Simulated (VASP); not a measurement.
# H18CO9 in VASP: further runs

H18CO9 is run at these levels: PBE+D3(BJ); tasks: single point.

Program: VASP 6.6.1. These are calculated values, not measurements. Logs are shortened: lines on timing, memory, paths and dates and some standing lists are left out, and cuts for length are marked.

## Step 1: The cell of the first run

The cell holds an amorphous packing of atoms, 28 atoms: a = 7.314 Å, b = 7.314 Å, c = 7.314 Å, α = 90.00°, β = 90.00°, γ = 90.00°.

## Step 2: Single point, PBE+D3(BJ)

File INCAR:

```
PREC = Accurate
ENCUT = 520
EDIFF = 1E-6
ISMEAR = -1
SIGMA = 0.02
LREAL = F
LASPH = T
NELM = 120
ALGO = Normal
ISIF = 2
LWAVE = F
LCHARG = T
GGA = PE
IVDW = 12
LELF = T
LVHAR = T
NBANDS = 58
GGA_COMPAT = F
```

File KPOINTS:

```
Automatic mesh
0
Gamma
  1 1 1
```

File POSCAR:

```
H18CO9
1.0
    7.3142530000      0.0000000000      0.0000000000
    0.0000000000      7.3142530000      0.0000000000
    0.0000000000      0.0000000000      7.3142530000
O H C
9 18 1
Direct
    0.5459340824      0.4808419944      0.9933345210
    0.6680654880      0.3275522463      0.3136068714
    1.0434148231      0.0926547113      0.9820825175
    0.0170625763      0.4077381518      0.2763235015
    0.6418153706      0.6618721010      0.6195984744
    0.6233856007      0.9865395687      0.1257681406
    0.1969168964      0.6413505248      0.0635881750
    0.0236797934      0.8071227506      0.7518744566
    0.6444677262      0.2277607843      0.7461322434
    0.5975046256      0.5902858433      0.9164435521
    0.5594829711      0.3770583271      0.9127931451
    0.6063093524      0.3806403743      0.2117919629
    0.7970328617      0.3634547506      0.2946849118
    0.9717465338      0.2108896151      0.9621898504
    1.0345827523      0.0273028565      0.8654609022
    0.0490685788      0.5284613480      0.2209384882
    0.0839183441      0.3135521837      0.2188330100
    0.7721362660      0.6583857572      0.6148543125
    0.6090847555      0.5607407893      0.5405610115
    0.6221551264      1.0988818680      0.1974364299
    0.7265540309      1.0115455399      0.0509006183
    0.2840891613      0.7450521605      0.1174419315
    0.3011107218      0.5606450857      0.0232422915
    0.0767815934      0.8031305453      0.6378094933
    0.0924496322      0.7248997266      0.8392654725
    0.6767061517      0.0262911332      0.5577466352
    0.4399492334      0.0601975349      0.6561845755
    0.5902858433      0.0998188058      0.6592334173
```

Potentials or basis: VASP PAW PBE potentials, release 64 (O, H, C).

The run is started by

```
cat potpaw_PBE.64/O/POTCAR potpaw_PBE.64/H/POTCAR potpaw_PBE.64/C/POTCAR > POTCAR
mpirun -np 1 vasp_gam > vasp.out
```

OUTCAR:

```text
PREC = Accurate
   ENCUT = 520
   EDIFF = 1E-6
   ISMEAR = -1
   LREAL = F
   LASPH = T
   NELM = 120
   ISIF = 2
   GGA = PE
   IVDW = 12
 IVDW          = 12

 ion  position               nearest neighbor table
   1  0.546  0.481  0.993-  11 0.97  10 1.05
   2  0.668  0.328  0.314-  12 0.95  13 0.99
   3  0.043  0.093  0.982-  15 0.98  14 1.02
   4  0.017  0.408  0.276-  17 0.94  16 1.00
   5  0.642  0.662  0.620-  18 0.95  19 0.97
   6  0.623  0.987  0.126-  21 0.95  20 0.97
   7  0.197  0.641  0.064-  23 1.01  22 1.07
   8  0.024  0.807  0.752-  24 0.92  25 1.01
   9  0.644  0.228  0.746-  28 1.20
  10  0.598  0.590  0.916-   1 1.05
  11  0.559  0.377  0.913-   1 0.97
  12  0.606  0.381  0.212-   2 0.95
  13  0.797  0.363  0.295-   2 0.99
  14  0.972  0.211  0.962-   3 1.02
[... 11 lines left out ...]
  26  0.677  0.026  0.558-  28 1.11
  27  0.440  0.060  0.656-  28 1.14
  28  0.590  0.100  0.659-  26 1.11  27 1.14   9 1.20

  LATTYP: Found a simple cubic cell.
 ALAT       =     7.3142530000

  Lattice vectors:

 A1 = (   7.3142530000,   0.0000000000,   0.0000000000)
 A2 = (   0.0000000000,   7.3142530000,   0.0000000000)
 A3 = (   0.0000000000,   0.0000000000,   7.3142530000)

Analysis of symmetry for initial positions (statically):
=====================================================================
 Subroutine PRICEL returns:
 Original cell was already a primitive cell.

 Routine SETGRP: Setting up the symmetry group for a
 simple cubic supercell.

 Subroutine GETGRP returns: Found  1 space group operations
 (whereof  1 operations were pure point group operations)
 out of a pool of 48 trial point group operations.

The static configuration has the point symmetry C_1 .

Analysis of symmetry for dynamics (positions and initial velocities):
=====================================================================
 Subroutine PRICEL returns:
 Original cell was already a primitive cell.

 Routine SETGRP: Setting up the symmetry group for a
 simple cubic supercell.

 Subroutine GETGRP returns: Found  1 space group operations
 (whereof  1 operations were pure point group operations)
 out of a pool of 48 trial point group operations.

The dynamic configuration has the point symmetry C_1 .

 Subroutine INISYM returns: Found  1 space group operations
 (whereof  1 operations are pure point group operations),
 and found     1 'primitive' translations

----------------------------------------------------------------------------------------

                                     Primitive cell

  volume of cell :     391.3001

  direct lattice vectors                    reciprocal lattice vectors
     7.314253000  0.000000000  0.000000000     0.136719361  0.000000000  0.000000000
     0.000000000  7.314253000  0.000000000     0.000000000  0.136719361  0.000000000
     0.000000000  0.000000000  7.314253000     0.000000000  0.000000000  0.136719361

  length of vectors
     7.314253000  7.314253000  7.314253000     0.136719361  0.136719361  0.136719361

  position of ions in fractional coordinates (direct lattice)
     0.545934082  0.480841994  0.993334521
     0.668065488  0.327552246  0.313606871
     0.043414823  0.092654711  0.982082517
     0.017062576  0.407738152  0.276323502
     0.641815371  0.661872101  0.619598474
     0.623385601  0.986539569  0.125768141
[... 20 lines left out ...]
     0.439949233  0.060197535  0.656184575
     0.590285843  0.099818806  0.659233417

  ion indices of the primitive-cell ions
   primitive index   ion index
                 1           1
                 2           2
                 3           3
                 4           4
                 5           5
                 6           6
[... 20 lines left out ...]
                27          27
                28          28

----------------------------------------------------------------------------------------

 KPOINTS: Automatic mesh

Automatic generation of k-mesh.
 Grid dimensions read from file:
 generate k-points for:    1    1    1

 Generating k-lattice:

  Cartesian coordinates                     Fractional coordinates (reciprocal lattice)
     0.136719361  0.000000000  0.000000000     1.000000000  0.000000000  0.000000000
     0.000000000  0.136719361  0.000000000     0.000000000  1.000000000  0.000000000
     0.000000000  0.000000000  0.136719361     0.000000000  0.000000000  1.000000000

  Length of vectors
     0.136719361  0.136719361  0.136719361

  Shift w.r.t. Gamma in fractional coordinates (k-lattice)
     0.000000000  0.000000000  0.000000000

 Subroutine IBZKPT returns following result:
 ===========================================

 Found      1 irreducible k-points:

 Following reciprocal coordinates:
            Coordinates               Weight
  0.000000  0.000000  0.000000      1.000000
   k-points           NKPTS =      1   k-points in BZ     NKDIM =      1   number of bands    NBANDS=     58
   number of dos      NEDOS =    301   number of ions     NIONS =     28
   total plane-waves  NPLWV = 157464
   dimension x,y,z NGX =    54 NGY =   54 NGZ =   54
   dimension x,y,z NGXF=   108 NGYF=  108 NGZF=  108
   ions per type =               9  18   1
   NGX,Y,Z   is equivalent  to a cutoff of  12.27, 12.27, 12.27 a.u.
   NGXF,Y,Z  is equivalent  to a cutoff of  24.55, 24.55, 24.55 a.u.
 SYSTEM =  unknown system
   PREC   = accura    normal or accurate (medium, high low for compatibility)
   ISTART =      0    job   : 0-new  1-cont  2-samecut
   ICHARG =      2    charge: 1-file 2-atom 10-const
   ISPIN  =      1    spin polarized calculation?
   LNONCOLLINEAR =      F non collinear calculations
   LSORBIT =      F    spin-orbit coupling
   LASPH  =      T    aspherical Exc in radial PAW
   ENCUT  =  520.0 eV  38.22 Ry    6.18 a.u.  13.60 13.60 13.60*2*pi/ulx,y,z
   NELM   =    120;   NELMIN=  2; NELMDL= -5     # of ELM steps
   EDIFF  = 0.1E-05   stopping-criterion for ELM
   LREAL  =      F    real-space projection
   EDIFFG = 0.1E-04   stopping-criterion for IOM
   NSW    =      0    number of steps for IOM
   IBRION =     -1    ionic relax: 0-MD 1-quasi-New 2-CG
   NFREE  =      0    steps in history (QN), initial steepest desc. (CG)
   ISIF   =      2    stress and relaxation
   ISYM   =      2    0-nonsym 1-usesym 2-fastsym
   POTIM  = 0.5000    time-step for ionic-motion
   TEBEG  =    0.0;   TEEND  =   0.0 temperature during run
   PSTRESS=    0.0 pullay stress
   NELECT =      76.0000    total number of electrons
   NUPDOWN=      -1.0000    fix difference up-down
   EMIN   =  10.00;   EMAX   =-10.00  energy-range for DOS
   EFERMI =   0.00;   METHOD = LEGACY
   ISMEAR =    -1;   SIGMA  =   0.02  broadening in eV -4-tet -1-fermi 0-gaus
   EFERMI_NEDOS =   21; number of points for ismear=-14 and -15
   IALGO  =     38    algorithm
   IMIX   =      4    mixing-type and parameters
     AMIX     =   0.40;   BMIX     =  1.00
     AMIX_MAG =   1.60;   BMIX_MAG =  1.00
  volume/ion in A,a.u.               =      13.98        94.31
  Fermi-wavevector in a.u.,A,eV,Ry     =   0.948075  1.791602 12.229546  0.898846
  Thomas-Fermi vector in A             =   2.076229
   LORBIT       =      0    0 simple, 1 ext, 2 COOP (PROOUT), +10 PAW based schemes
   GGA     = PE    functional components
   LHFCALC =     F    Hartree Fock is set to
   AEXX    =    0.0000 exact exchange contribution
   IVDW    =    12    specifies the selected vdW correction
   LEPSILON=     F    determine dielectric tensor
   LRPA    =     F    only Hartree local field effects (RPA)
 non-spin polarized calculation
  energy-cutoff  :      520.00
  volume of cell :      391.30
 maximum number of plane-waves:      5222
 NGX is ok and might be reduce to    54
   NGX = 27   NGY = 27   NGZ = 27

 number of electron      76.0000004 magnetization

 Free energy of the ion-electron system (eV)
  ---------------------------------------------------
  ext. energy  EPLUGINS =         0.00000000
  ---------------------------------------------------
  free energy    TOTEN  =      -138.15372091 eV

  energy without entropy =     -138.15372091  energy(sigma->0) =     -138.15372091

 E-fermi :  -3.5030     XC(G=0):  -5.6895

 val. band max:       -4.0786577847   @ k =   0.0000   0.0000   0.0000
 cond. band min:      -0.2271160050   @ k =   0.0000   0.0000   0.0000
 fundamental gap:      3.8515417797
 Fermi energy:        -3.5030495246

 k-point     1 :       0.0000    0.0000    0.0000
  band No.  band energies     occupation
      1     -24.8027      2.00000
      2     -23.5154      2.00000
      3     -23.2693      2.00000
      4     -22.9455      2.00000
      5     -22.9039      2.00000
      6     -22.7642      2.00000
[... 42 lines left out ...]
     49       4.9356      0.00000
     50       5.0719      0.00000
 [bands above 50 left out]

------------------------ aborting loop because EDIFF is reached ----------------------------------------

 Edisp (eV)   -0.73333

 E8    (eV) :    -0.1535

  FORCE on cell =-STRESS in cart. coord.  units (eV):
  Direction    XX          YY          ZZ          XY          YZ          ZX
  --------------------------------------------------------------------------------------
  -------------------------------------------------------------------------------------
  Total      -0.13867    -2.79334     2.97936    -0.93318     2.74284    -2.18168
  in kB      -0.56777   -11.43733    12.19897    -3.82091    11.23055    -8.93289
  external pressure =        0.06 kB  Pullay stress =        0.00 kB

 VOLUME and BASIS-vectors are now :
 -----------------------------------------------------------------------------
  energy-cutoff  :      520.00
  volume of cell :      391.30
      direct lattice vectors                 reciprocal lattice vectors
     7.314253000  0.000000000  0.000000000     0.136719361  0.000000000  0.000000000
     0.000000000  7.314253000  0.000000000     0.000000000  0.136719361  0.000000000
     0.000000000  0.000000000  7.314253000     0.000000000  0.000000000  0.136719361

 POSITION                                       TOTAL-FORCE (eV/Angst)
 -----------------------------------------------------------------------------------
      3.99310      3.51700      7.26550         0.250176      2.924415     -0.611188
      4.88640      2.39580      2.29380        -0.035473     -0.694797      1.306313
      0.31755      0.67770      7.18320        -1.124409      2.268111      0.134027
      0.12480      2.98230      2.02110        -1.100534      1.622583      0.990181
      4.69440      4.84110      4.53190        -0.884734      0.135740      0.268284
      4.55960      7.21580      0.91990        -0.969661     -0.413510      0.389161
[... 20 lines left out ...]
      3.21790      0.44030      4.79950         0.569726      0.001456      0.300279
      4.31750      0.73010      4.82180        -1.364174     -1.058865     -1.892842
 -----------------------------------------------------------------------------------
    total drift:                                0.002277     -0.000103     -0.001348

  FREE ENERGIE OF THE ION-ELECTRON SYSTEM (eV)
  ---------------------------------------------------
  free  energy   TOTEN  =      -138.8870489873 eV

  energy  without entropy=     -138.8870489873  energy(sigma->0) =     -138.88704899
```

Run time: 55 s. Hardware: 1 thread of Intel Xeon Platinum 8488C (Sapphire Rapids), shared host; peak memory 0.37 GiB.

What came out:

| Quantity | Value |
| --- | --- |
| Free energy | -138.8870 eV |
| Pressure | 0.0 GPa |
| Largest force | 3.623 eV/Å |
| Band gap on the k mesh | 3.85 eV |
| Dispersion energy per atom | -0.026 eV |

Forces on the atoms (eV/Å):
```
O    0.250  2.924 -0.611
O   -0.035 -0.695  1.306
O   -1.124  2.268  0.134
O   -1.101  1.623  0.990
O   -0.885  0.136  0.268
O   -0.970 -0.414  0.389
O    2.836  2.171  0.609
O   -1.103 -0.504  3.015
O    0.825  1.004  1.182
H   -0.853 -2.031  1.146
H    0.154 -0.725 -0.858
H   -0.630  0.857 -1.117
H    0.362 -0.084  0.113
H    0.979 -1.694  0.133
H   -0.012 -0.377 -0.082
H    0.385 -0.984 -0.111
H    0.955 -0.917 -0.827
H    1.152  0.236  0.223
H   -0.232 -0.421 -0.334
H   -0.132  0.366  0.623
H    1.197 -0.186 -0.863
H   -2.138 -1.725 -1.070
H   -0.342 -0.113  0.111
H    1.505 -0.282 -2.600
H   -0.337  0.723 -0.526
H    0.088 -0.101  0.350
H    0.570  0.001  0.300
C   -1.364 -1.059 -1.893
```

Levels at points of the mesh, in eV from the valence-band top:
| k point | band 35 | band 36 | band 37 | band 38 | band 39 | band 40 | band 41 | band 42 |
| --- | --- | --- | --- | --- | --- | --- | --- | --- |
| (0.00, 0.00, 0.00) | -0.56 | -0.32 | -0.04 | 0.00 | 3.85 | 4.20 | 6.53 | 6.80 |

Caveat: the k points lie up to 0.86 Å⁻¹ apart.

## Step 3: Single point, PBE+D3(BJ)

File INCAR:

```
PREC = Accurate ; ENCUT = 520
EDIFF = 1E-6 ; ISMEAR = -1
SIGMA = 0.02 ; LREAL = False
LASPH = True ; NELM = 120
ALGO = Normal ; ISIF = 2
LWAVE = False ; LCHARG = False
GGA = PE ; IVDW = 12
NBANDS = 58 ; GGA_COMPAT = False
```

KPOINTS is that of step 2.

File POSCAR:

```
H18CO9
1.0
    7.3142530000      0.0000000000      0.0000000000
    0.0000000000      7.3142530000      0.0000000000
    0.0000000000      0.0000000000      7.3142530000
O H C
9 18 1
Direct
    0.5621626706      0.5296234626      0.9862798019
    0.6551044926      0.3267182582      0.3617594305
    1.0309733612      0.0733636094      0.9958228133
    0.0285196588      0.3602828614      0.2959427299
    0.6762959936      0.6740127803      0.5905045942
    0.6010593290      0.9933618648      0.1101684615
    0.1806746362      0.6213484822      0.0451447332
   -0.0078750352      0.7699487562      0.7678569500
    0.6510849433      0.2147040853      0.7593530057
    0.6184500317      0.6190105811      0.9000919164
    0.5615884493      0.4168710051      0.9091974259
    0.6455204653      0.3769352797      0.2437979654
    0.7829644394      0.3076322353      0.3963631009
    0.9807426678      0.1808933872      0.9196017693
    1.0120650735     -0.0313224057      0.9091153943
    0.0798030913      0.4300234077      0.2061044375
    0.0406329942      0.2342549540      0.2523839413
    0.7977574743      0.6933722418      0.6409266948
    0.6827764913      0.5940592976      0.4948283851
    0.5705709113      1.0930029355      0.2031512993
    0.7319817895      1.0181764290      0.0951019879
    0.1770379012      0.7580131560      0.0857503835
    0.2996614965      0.5975866572     -0.0033632963
    0.0870355455      0.7842359295      0.6927159889
    0.0404142433      0.6889835503      0.8593768906
    0.6645381285      0.0490685788      0.5470551812
    0.4174999142      0.0863656207      0.6308504778
    0.5718560733      0.1168403663      0.6502782991
```

Potentials or basis: VASP PAW PBE potentials, release 64 (O, H, C).

The run is started by

```
cat potpaw_PBE.64/O/POTCAR potpaw_PBE.64/H/POTCAR potpaw_PBE.64/C/POTCAR > POTCAR
mpirun -np 1 vasp_gam > vasp.out
```

It took 51 s on 1 thread of Intel Xeon Platinum 8488C (Sapphire Rapids), shared host; peak memory 0.36 GiB.

It converged, with:

| Quantity | Value |
| --- | --- |
| Free energy | -138.3487 eV |
| Pressure | 0.5 GPa |
| Largest force | 5.551 eV/Å |
| Band gap on the k mesh | 3.83 eV |
| Dispersion energy per atom | -0.026 eV |

Forces in eV/Å, atoms in the order of the input:
```
O    0.036 -0.109 -1.019
O   -0.592 -0.958  2.132
O   -1.028  1.331 -1.554
O   -1.510 -2.825  2.852
O   -0.751  2.557  2.888
O   -0.106  1.389  1.344
O   -1.946  2.674  1.056
O   -4.322  0.279  2.263
O   -0.919  0.360  0.677
H   -0.416 -0.482  0.529
H    0.151  0.309  0.299
H    0.353  0.992 -1.815
H   -0.009  0.487 -0.750
H    0.731 -1.663  1.267
H   -0.009  0.393  0.308
H    1.658  2.491 -2.752
H    0.081  0.215 -0.080
H    0.338  0.014 -0.051
H    0.174 -2.551 -2.710
H    0.271 -1.272 -1.041
H   -0.079 -0.200 -0.198
H    0.504 -2.587 -0.587
H    1.854 -0.121 -0.173
H    4.101  0.770 -3.660
H    0.451 -1.104  1.279
H   -0.853 -0.286  0.282
H    1.034  0.602  0.673
C    0.805 -0.707 -1.460
```

Stress tensor (GPa, compression positive):
```
 0.72  0.46 -1.71
 0.46 -1.28 -0.98
-1.71 -0.98  2.18
```

Levels at points of the mesh, in eV from the valence-band top:
```csv
k point,band 36,band 37,band 38,band 39,band 40,band 41
"(0.00, 0.00, 0.00)",-0.48,-0.26,0.00,3.83,3.92,6.29
```

Caveat: the k points lie up to 0.86 Å⁻¹ apart.

(Part 1 of 2 ends here.)
